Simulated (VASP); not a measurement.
**GaN: single point with PBE**

GaN:

```
Ga N
1.0
     1.50937    0.87144    2.46503
    -1.50937    0.87144    2.46503
     0.00000   -1.74288    2.46503
Ga N
1 1
Direct
  0.00000 0.00000 0.00000
  0.50000 0.50000 0.50000
```

```
Program             : VASP 6.6.1
Task                : single point
Functional          : PBE
Potentials or basis : VASP PAW PBE potentials, release 64 (Ga_d, N)
Cutoff              : 520 eV
k mesh              : 6 × 6 × 6
Occupations         : gaussian, width 0.1 eV
Spin                : collinear spin, ferromagnetic start
Starting moments    : [0.0, 1.0] μB
```

| Quantity | Value |
| --- | --- |
| Pressure | 0.4 GPa |
| Band gap on the k mesh | 0.38 eV, indirect (least direct gap 2.37 eV) |
| Net moment | 0.00 μB per cell |
| Valence electrons inside the program's atomic spheres | Ga 11.59; N 3.71 |

Levels at points of the mesh, in eV from the valence-band top:
Spin up:
```tsv
k point	band 6	band 7	band 8	band 9	band 10	band 11	band 12	band 13
(0.00, 0.00, 0.00)	-13.94	-0.49	-0.49	-0.49	1.88	14.53	14.53	14.53
(0.50, 0.00, 0.00)	-13.82	-8.11	-0.18	-0.18	4.55	8.90	8.90	9.00
(0.50, 0.50, 0.00)	-11.07	-6.91	-2.94	-2.94	0.38	7.78	11.61	14.10
(0.50, 0.50, 0.50)	-13.82	-8.11	-0.18	-0.18	4.55	8.90	8.90	9.00
```
Spin down:
| k point | band 5 | band 6 | band 7 | band 8 | band 9 | band 10 | band 11 | band 12 | band 13 | band 14 |
| --- | --- | --- | --- | --- | --- | --- | --- | --- | --- | --- |
| (0.00, 0.00, 0.00) | -13.94 | -13.94 | -0.49 | -0.49 | -0.49 | 1.88 | 14.53 | 14.53 | 14.53 | 15.37 |
| (0.50, 0.00, 0.00) | -13.82 | -13.82 | -8.11 | -0.18 | -0.18 | 4.55 | 8.90 | 8.90 | 9.00 | 16.05 |
| (0.50, 0.50, 0.00) | -13.77 | -11.07 | -6.91 | -2.94 | -2.94 | 0.38 | 7.78 | 11.61 | 14.10 | 14.10 |
| (0.50, 0.50, 0.50) | -13.82 | -13.82 | -8.11 | -0.18 | -0.18 | 4.55 | 8.90 | 8.90 | 9.00 | 16.05 |

Wall time 18 s on 1 thread of AMD EPYC 9R45 96-Core Processor (Zen 5), with other jobs on the host, peak memory 0.13 GiB.

Caveat: the k points lie up to 0.42 Å⁻¹ apart. A k mesh can miss the band edges.
